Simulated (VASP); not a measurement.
# BiTe: vibrations by perturbation theory with PBEsol

Crystal: BiTe.

```xyz
2
Lattice="0.0000 3.2006 3.2006 3.2006 0.0000 3.2006 3.2006 3.2006 0.0000" Properties=species:S:1:pos:R:3 pbc="T T T"
Bi    0.0000    0.0000    0.0000
Te    3.2006    3.2006    3.2006
```

```
Program                : VASP 6.6.1
Task                   : vibrations by perturbation theory
Functional             : PBEsol
Potentials or basis    : VASP PAW PBE potentials, release 64 (Bi_d, Te)
Cutoff                 : 520 eV
k mesh                 : 5 × 5 × 5
Occupations            : fermi-dirac, width 0.15 eV
Spin                   : no spin polarisation
Dipole correction      : no
Further INCAR settings : ALGO = Normal; EDIFF = 1e-08; IBRION = 8; NSW = 1
```

* Highest phonon frequency at Γ, LO-TO splitting left out: 112 cm⁻¹

Phonon frequencies in cm⁻¹ (negative: imaginary):
| q point | frequencies |
| --- | --- |
| (0.000, 0.000, 0.000) | 0 0 0 112 112 112 |

It took 3.5 min on 1 thread of AMD EPYC 7R13 (shared host), peak memory 0.23 GiB.
